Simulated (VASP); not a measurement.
# TiC (Fm-3m) in VASP: notebook

Runs on TiC. Level: PBEsol. Tasks: electric field gradients, single point.

Program: VASP 6.6.1. These are calculated values, not measurements. Logs are shortened: lines on timing, memory, paths and dates and some standing lists are left out, and cuts for length are marked.

## Step 1: The cell of the first run

Symmetry: Fm-3m, No. 225, cubic system. Conventional cell: a = 4.385 Å, b = 4.385 Å, c = 4.385 Å, α = 90.00°, β = 90.00°, γ = 90.00°. Ti (site symmetry m-3m) has 6 C at 2.19 Å within 2.9 Å. Within 2.9 Å of C (site symmetry m-3m) lie 6 Ti at 2.19 Å.

## Step 2: Electric field gradients, PBEsol (10.54 Å³/atom)

INCAR reads:

```
  PREC = Accurate
  ENCUT = 520
  EDIFF = 1E-8
  ISMEAR = -1
  SIGMA = 0.03
  LREAL = False
  LASPH = True
  NELM = 60
  ALGO = Normal
  ISIF = 2
  LWAVE = False
  LCHARG = False
  GGA = PS
  LEFG = True
  NBANDS = 15
```

KPOINTS reads:

```
regular mesh
0
Gamma
  16 16 16
```

POSCAR reads:

```
TiC
1.0
    0.0000000000      2.1924769499      2.1924769499
    2.1924769499      0.0000000000      2.1924769499
    2.1924769499      2.1924769499      0.0000000000
Ti C
1 1
Direct
    0.0000000000      0.0000000000      0.0000000000
    0.5000000000      0.5000000000      0.5000000000
```

Potentials or basis: VASP PAW PBE potentials, release 64 (Ti_sv, C).

Launch:

```sh
$ cat potpaw_PBE.64/Ti_sv/POTCAR potpaw_PBE.64/C/POTCAR > POTCAR
$ mpirun -np 1 vasp_std > vasp.out
```

OUTCAR:

```text
PREC = Accurate
   ENCUT = 520
   EDIFF = 1E-8
   ISMEAR = -1
   LREAL = False
   LASPH = True
   NELM = 60
   ISIF = 2
   GGA = PS

 ion  position               nearest neighbor table
   1  0.000  0.000  0.000-   2 2.19   2 2.19   2 2.19   2 2.19   2 2.19   2 2.19
   2  0.500  0.500  0.500-   1 2.19   1 2.19   1 2.19   1 2.19   1 2.19   1 2.19

  LATTYP: Found a face centered cubic cell.
 ALAT       =     4.3849538998

  Lattice vectors:

 A1 = (   0.0000000000,   2.1924769499,   2.1924769499)
 A2 = (   2.1924769499,   0.0000000000,   2.1924769499)
 A3 = (   2.1924769499,   2.1924769499,   0.0000000000)

Analysis of symmetry for initial positions (statically):
=====================================================================
 Subroutine PRICEL returns:
 Original cell was already a primitive cell.

 Routine SETGRP: Setting up the symmetry group for a
 face centered cubic supercell.

 Subroutine GETGRP returns: Found 48 space group operations
 (whereof 48 operations were pure point group operations)
 out of a pool of 48 trial point group operations.

The static configuration has the point symmetry O_h .

Analysis of symmetry for dynamics (positions and initial velocities):
=====================================================================
 Subroutine PRICEL returns:
 Original cell was already a primitive cell.

 Routine SETGRP: Setting up the symmetry group for a
 face centered cubic supercell.

 Subroutine GETGRP returns: Found 48 space group operations
 (whereof 48 operations were pure point group operations)
 out of a pool of 48 trial point group operations.

The dynamic configuration has the point symmetry O_h .

 Subroutine INISYM returns: Found 48 space group operations
 (whereof 48 operations are pure point group operations),
 and found     1 'primitive' translations

----------------------------------------------------------------------------------------

                                     Primitive cell

  volume of cell :      21.0783

  direct lattice vectors                    reciprocal lattice vectors
     0.000000000  2.192476950  2.192476950    -0.228052569  0.228052569  0.228052569
     2.192476950  0.000000000  2.192476950     0.228052569 -0.228052569  0.228052569
     2.192476950  2.192476950  0.000000000     0.228052569  0.228052569 -0.228052569

  length of vectors
     3.100630638  3.100630638  3.100630638     0.394998636  0.394998636  0.394998636

  position of ions in fractional coordinates (direct lattice)
     0.000000000  0.000000000  0.000000000
     0.500000000  0.500000000  0.500000000

  ion indices of the primitive-cell ions
   primitive index   ion index
                 1           1
                 2           2

----------------------------------------------------------------------------------------

 KPOINTS: regular mesh

Automatic generation of k-mesh.
 Grid dimensions read from file:
 generate k-points for:   16   16   16

 Generating k-lattice:

  Cartesian coordinates                     Fractional coordinates (reciprocal lattice)
    -0.014253286  0.014253286  0.014253286     0.062500000  0.000000000  0.000000000
     0.014253286 -0.014253286  0.014253286     0.000000000  0.062500000  0.000000000
     0.014253286  0.014253286 -0.014253286     0.000000000  0.000000000  0.062500000

  Length of vectors
     0.024687415  0.024687415  0.024687415

  Shift w.r.t. Gamma in fractional coordinates (k-lattice)
     0.000000000  0.000000000  0.000000000

 Subroutine IBZKPT returns following result:
 ===========================================

 Found    145 irreducible k-points:

 Following reciprocal coordinates:
            Coordinates               Weight
  0.000000  0.000000  0.000000      1.000000
  0.062500  0.000000  0.000000      8.000000
  0.125000  0.000000  0.000000      8.000000
  0.187500  0.000000  0.000000      8.000000
  0.250000  0.000000  0.000000      8.000000
  0.312500  0.000000  0.000000      8.000000
[... 16 lines left out ...]
 -0.125000  0.062500  0.000000     24.000000
 -0.062500  0.062500  0.000000     12.000000
 [... further k-points ...]
   k-points           NKPTS =    145   k-points in BZ     NKDIM =    145   number of bands    NBANDS=     15
   number of dos      NEDOS =    301   number of ions     NIONS =      2
   total plane-waves  NPLWV =  13824
   dimension x,y,z NGX =    24 NGY =   24 NGZ =   24
   dimension x,y,z NGXF=    48 NGYF=   48 NGZF=   48
   ions per type =               1   1
   NGX,Y,Z   is equivalent  to a cutoff of  12.87, 12.87, 12.87 a.u.
   NGXF,Y,Z  is equivalent  to a cutoff of  25.74, 25.74, 25.74 a.u.
 SYSTEM =  unknown system
   PREC   = accura    normal or accurate (medium, high low for compatibility)
   ISTART =      0    job   : 0-new  1-cont  2-samecut
   ICHARG =      2    charge: 1-file 2-atom 10-const
   ISPIN  =      1    spin polarized calculation?
   LNONCOLLINEAR =      F non collinear calculations
   LSORBIT =      F    spin-orbit coupling
   LASPH  =      T    aspherical Exc in radial PAW
   ENCUT  =  520.0 eV  38.22 Ry    6.18 a.u.   5.77  5.77  5.77*2*pi/ulx,y,z
   NELM   =     60;   NELMIN=  2; NELMDL= -5     # of ELM steps
   EDIFF  = 0.1E-07   stopping-criterion for ELM
   LREAL  =      F    real-space projection
   EDIFFG = 0.1E-06   stopping-criterion for IOM
   NSW    =      0    number of steps for IOM
   IBRION =     -1    ionic relax: 0-MD 1-quasi-New 2-CG
   NFREE  =      0    steps in history (QN), initial steepest desc. (CG)
   ISIF   =      2    stress and relaxation
   ISYM   =      2    0-nonsym 1-usesym 2-fastsym
   POTIM  = 0.5000    time-step for ionic-motion
   TEBEG  =    0.0;   TEEND  =   0.0 temperature during run
   PSTRESS=    0.0 pullay stress
   NELECT =      16.0000    total number of electrons
   NUPDOWN=      -1.0000    fix difference up-down
   EMIN   =  10.00;   EMAX   =-10.00  energy-range for DOS
   EFERMI =   0.00;   METHOD = LEGACY
   ISMEAR =    -1;   SIGMA  =   0.03  broadening in eV -4-tet -1-fermi 0-gaus
   EFERMI_NEDOS =   21; number of points for ismear=-14 and -15
   IALGO  =     38    algorithm
   IMIX   =      4    mixing-type and parameters
     AMIX     =   0.40;   BMIX     =  1.00
     AMIX_MAG =   1.60;   BMIX_MAG =  1.00
  volume/ion in A,a.u.               =      10.54        71.12
  Fermi-wavevector in a.u.,A,eV,Ry     =   1.493378  2.822075 30.343418  2.230178
  Thomas-Fermi vector in A             =   2.605786
   LORBIT       =      0    0 simple, 1 ext, 2 COOP (PROOUT), +10 PAW based schemes
   GGA     = PS    functional components
   LHFCALC =     F    Hartree Fock is set to
   AEXX    =    0.0000 exact exchange contribution
   IVDW    =     0    specifies the selected vdW correction
   LEPSILON=     F    determine dielectric tensor
   LRPA    =     F    only Hartree local field effects (RPA)
 non-spin polarized calculation
  energy-cutoff  :      520.00
  volume of cell :       21.08
 maximum number of plane-waves:       588
   NGX = 11   NGY = 11   NGZ = 11

 number of electron      15.9999996 magnetization

 Free energy of the ion-electron system (eV)
  ---------------------------------------------------
  ext. energy  EPLUGINS =         0.00000000
  ---------------------------------------------------
  free energy    TOTEN  =       -19.74119843 eV

  energy without entropy =      -19.73982640  energy(sigma->0) =      -19.74051242

 E-fermi :   8.8617     XC(G=0): -12.6703

 val. band max:        8.8435219097   @ k =  -0.0625   0.0625   0.0000
 cond. band min:       8.8624654539   @ k =  -0.0625   0.0625   0.0000
 fundamental gap:      0.0189435443
 Fermi energy:         8.8616555961

 k-point     1 :       0.0000    0.0000    0.0000
  band No.  band energies     occupation
      1     -47.5626      2.00000
      2     -23.7066      2.00000
      3     -23.7066      2.00000
      4     -23.7066      2.00000
      5      -3.3204      2.00000
      6       9.5243      0.00000
      7       9.5243      0.00000
      8       9.5243      0.00000
      9      10.5227      0.00000
     10      10.5227      0.00000
     11      10.5317      0.00000
     12      10.5317      0.00000
     13      10.5317      0.00000
     14      18.8153      0.00000
     15      22.6536      0.00000
[... 397 lines left out ...]
 k-point    24 :      -0.0625    0.0625    0.0000
  band No.  band energies     occupation
      1     -47.5563      2.00000
      2     -23.7481      2.00000
      3     -23.7182      2.00000
      4     -23.7078      2.00000
      5      -3.0961      2.00000
      6       8.6643      1.99722
      7       8.8435      1.29335
      8       8.8625      0.98650
      9       9.6305      0.00000
     10      10.1952      0.00000
     11      11.0847      0.00000
     12      11.6010      0.00000
     13      12.4452      0.00000
     14      19.2299      0.00000
     15      22.6955      0.00000

 [... further k-points ...]
[... 5 lines left out ...]
  --------------------------------------------------------------------------------------
  -------------------------------------------------------------------------------------
  Total       -1.9251504     -1.9251504     -1.9251504      0.0000000      0.0000000     -0.0000000
  in kB     -146.3322794   -146.3322794   -146.3322794      0.0000000      0.0000000     -0.0000000
  external PRESSURE =    -146.3322794 kB  Pullay stress =       0.0000000 kB

 VOLUME and BASIS-vectors are now :
 -----------------------------------------------------------------------------
  energy-cutoff  :      520.00
  volume of cell :       21.08
      direct lattice vectors                 reciprocal lattice vectors
     0.000000000  2.192476950  2.192476950    -0.228052569  0.228052569  0.228052569
     2.192476950  0.000000000  2.192476950     0.228052569 -0.228052569  0.228052569
     2.192476950  2.192476950  0.000000000     0.228052569  0.228052569 -0.228052569

 POSITION                                       TOTAL-FORCE (eV/Angst)
 -----------------------------------------------------------------------------------
      0.00000      0.00000      0.00000         0.000000      0.000000      0.000000
      2.19248      2.19248      2.19248         0.000000     -0.000000     -0.000000
 -----------------------------------------------------------------------------------
    total drift:                                0.000000     -0.000000     -0.000000

  FREE ENERGIE OF THE ION-ELECTRON SYSTEM (eV)
  ---------------------------------------------------
  free  energy   TOTEN  =       -19.7411984308 eV

  energy  without entropy=      -19.7398264022  energy(sigma->0) =      -19.74051242

 Electric field gradients (V/A^2)
---------------------------------------------------------------------
 ion       V_xx      V_yy      V_zz      V_xy      V_xz      V_yz
---------------------------------------------------------------------
   1      -0.000    -0.000    -0.000    -0.000    -0.000    -0.000
   2      -0.000    -0.000    -0.000     0.000     0.000     0.000
---------------------------------------------------------------------

 Electric field gradients after diagonalization (V/A^2)
 (convention: |V_zz| > |V_xx| > |V_yy|)
----------------------------------------------------------------------
 ion       V_xx      V_yy      V_zz     asymmetry (V_yy - V_xx)/ V_zz
----------------------------------------------------------------------
   1       0.000     0.000    -0.001       0.000
   2      -0.000    -0.000     0.000       0.000
----------------------------------------------------------------------

           NMR quadrupolar parameters

 Cq : quadrupolar parameter    Cq=e*Q*V_zz/h
 eta: asymmetry parameters     (V_yy - V_xx)/ V_zz
 Q  : nuclear electric quadrupole moment in mb (millibarn)
----------------------------------------------------------------------
 ion       Cq(MHz)       eta       Q (mb)
----------------------------------------------------------------------
   1      -0.000       0.000       1.000
   2       0.000       0.000       1.000
----------------------------------------------------------------------
```

Wall time 65 s (1 thread of Intel Xeon 8259CL, shared host); peak memory 0.17 GiB.

What came out:

* Free energy: -19.7412 eV
* Pressure: -14.6 GPa
* Band gap on the k mesh: zero (bands 8 and 9 overlap by 1.05 eV)
* Largest electric field gradient by atom: zero within the noise of the run

Caveat: the cell stands under tension; the PAW data sets were made with another functional, which shifts forces and pressure a little.

## Step 3: Electric field gradients, PBEsol (10.54 Å³/atom)

INCAR reads:

```
SYSTEM = TiC
ALGO = Normal
EDIFF = 1E-8
ENCUT = 520
GGA = PS
ISIF = 2
ISMEAR = -1
LASPH = .True.
LCHARG = .False.
LEFG = .True.
LREAL = .False.
LWAVE = .False.
NBANDS = 15
NELM = 80
PREC = Accurate
SIGMA = 0.03
```

KPOINTS reads:

```
k-points
0
Gamma
  16 16 16
  0 0 0
```

POSCAR is that of step 2.

Potentials or basis: VASP PAW PBE potentials, release 64 (Ti_sv, C).

Launch:

```sh
$ cat potpaw_PBE.64/Ti_sv/POTCAR potpaw_PBE.64/C/POTCAR > POTCAR
$ mpirun -np 1 vasp_std > vasp.out
```

OUTCAR:

```text
SYSTEM = TiC
   EDIFF = 1E-8
   ENCUT = 520
   GGA = PS
   ISIF = 2
   ISMEAR = -1
   LASPH = .True.
   LREAL = .False.
   NELM = 80
   PREC = Accurate

 ion  position               nearest neighbor table
   1  0.000  0.000  0.000-   2 2.19   2 2.19   2 2.19   2 2.19   2 2.19   2 2.19
   2  0.500  0.500  0.500-   1 2.19   1 2.19   1 2.19   1 2.19   1 2.19   1 2.19

  LATTYP: Found a face centered cubic cell.
 ALAT       =     4.3849538998

  Lattice vectors:

 A1 = (   0.0000000000,   2.1924769499,   2.1924769499)
[... 644 lines left out ...]
  ---------------------------------------------------
  free  energy   TOTEN  =       -19.7411984308 eV

  energy  without entropy=      -19.7398264022  energy(sigma->0) =      -19.74051242

 Electric field gradients (V/A^2)
---------------------------------------------------------------------
 ion       V_xx      V_yy      V_zz      V_xy      V_xz      V_yz
---------------------------------------------------------------------
   1      -0.000    -0.000    -0.000    -0.000    -0.000    -0.000
   2      -0.000    -0.000    -0.000     0.000     0.000     0.000
---------------------------------------------------------------------

 Electric field gradients after diagonalization (V/A^2)
 (convention: |V_zz| > |V_xx| > |V_yy|)
----------------------------------------------------------------------
 ion       V_xx      V_yy      V_zz     asymmetry (V_yy - V_xx)/ V_zz
----------------------------------------------------------------------
   1       0.000     0.000    -0.001       0.000
   2      -0.000    -0.000     0.000       0.000
----------------------------------------------------------------------

           NMR quadrupolar parameters

 Cq : quadrupolar parameter    Cq=e*Q*V_zz/h
 eta: asymmetry parameters     (V_yy - V_xx)/ V_zz
 Q  : nuclear electric quadrupole moment in mb (millibarn)
----------------------------------------------------------------------
 ion       Cq(MHz)       eta       Q (mb)
----------------------------------------------------------------------
   1      -0.000       0.000       1.000
   2       0.000       0.000       1.000
----------------------------------------------------------------------
```

Run time: 70 s. Hardware: 1 thread of Intel Xeon 8259CL, shared host; peak memory 0.17 GiB.

Results:

```
Free energy                             : -19.7412 eV
Pressure                                : -14.6 GPa
Band gap on the k mesh                  : zero (bands 8 and 9 overlap by 1.05 eV)
Largest electric field gradient by atom : zero within the noise of the run
```

Caveat: the cell stands under tension; the PAW data sets were made with another functional, which shifts forces and pressure a little.

(Continued in part 2 of 2.)
